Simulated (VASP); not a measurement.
The system is AgI.

```xyz
4
Lattice="4.5900 0.0000 0.0000 -2.2950 3.9751 0.0000 0.0000 0.0000 7.5200" Properties=species:S:1:pos:R:3 pbc="T T T"
Ag    2.2950    1.3250    4.7376
Ag    0.0000    2.6500    0.9776
I     2.2950    1.3250    0.0000
I     0.0000    2.6500    3.7600
```

| Quantity | Value |
| --- | --- |
| Program | VASP 6.6.1 |
| Task | relaxation of cell and atoms |
| Functional | PBEsol |
| Potentials or basis | VASP PAW PBE potentials, release 64 (Ag, I) |
| Cutoff | 500 eV |
| k mesh | 6 × 6 × 4 |
| Occupations | gaussian, width 0.01 eV |
| Spin | no spin polarisation |

At the start: pressure -0.7 GPa; volume 34.30 Å³/atom.

Where does the relaxation end?

Over 16 steps the energy falls by 2.5 meV/atom and the volume is 33.52 Å³/atom (-2.3 %); space group P6_3mc (No. 186, to 0.1 Å) before and after.

Step by step:
| step | energy change (eV) | largest force (eV/Å) | pressure (GPa) | volume (Å³) |
| --- | --- | --- | --- | --- |
| 1 | 0.0000 | 0.0781 | -0.74 | 137.21 |
| 2 | -0.0092 | 0.0391 | 0.00 | 134.07 |
| 3 | -0.0093 | 0.0367 | 0.03 | 133.90 |
| 4 | -0.0093 | 0.0358 | 0.05 | 133.84 |
| 5 | -0.0095 | 0.0195 | 0.02 | 133.95 |
| 6 | -0.0096 | 0.0103 | 0.00 | 134.01 |
| 7 | -0.0097 | 0.0099 | -0.01 | 134.05 |
| 8 | -0.0099 | 0.0087 | -0.03 | 134.14 |
| 9 | -0.0100 | 0.0064 | -0.07 | 134.34 |
| 10 | -0.0101 | 0.0036 | -0.03 | 134.18 |
| 11 | -0.0101 | 0.0024 | -0.02 | 134.11 |
| 12 | -0.0101 | 0.0000 | 0.02 | 133.97 |
| 13 | -0.0101 | 0.0015 | 0.00 | 134.06 |
| 14 | -0.0101 | 0.0017 | -0.01 | 134.07 |
| 15 | -0.0101 | 0.0002 | 0.00 | 134.07 |
| 16 | -0.0101 | 0.0016 | 0.00 | 134.06 |

Final structure:
```xyz
4
Lattice="4.5593 0.0000 0.0000 -2.2796 3.9485 0.0000 0.0000 0.0000 7.4470" Properties=species:S:1:pos:R:3 pbc="T T T"
Ag    2.2796    1.3162    4.6722
Ag    0.0000    2.6323    0.9487
I     2.2796    1.3162    0.0194
I     0.0000    2.6323    3.7429
```

Caveat: the PAW data sets were made with another functional, which shifts forces and pressure a little.
